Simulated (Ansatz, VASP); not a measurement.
**CaO: VASP beside Ansatz**

```
Ca O
1.0
     0.00000    2.41554    2.41554
     2.41554    0.00000    2.41554
     2.41554    2.41554    0.00000
Ca O
1 1
Direct
  0.50000 0.50000 0.50000
  0.00000 0.00000 0.00000
```

Alike in both runs: functional PBE; k mesh 8 × 8 × 8; occupations gaussian, width 0.02 eV; no spin polarisation.

Ansatz relaxed the structure, and its values are those at the end. VASP's run is a single point on that final structure, the one shown.

```csv
,VASP,Ansatz
version,VASP 6.6.1,Ansatz 0.2.0
potentials or method,"VASP PAW PBE potentials, release 64 (Ca_sv, O), cutoff 520 eV","scalar-relativistic, plane waves, PAW"
valence electrons in the cell,16,16
```

VASP gave:

```
gap on the k mesh at the Fermi level (eV) : 3.64
least direct gap on the mesh (eV)         : 4.02
pressure (GPa)                            : 0.5
```

Estimate Ansatz's values.

gap on the k mesh at the Fermi level (eV): 3.66; least direct gap on the mesh (eV): 4.03; pressure (GPa): 0.0.
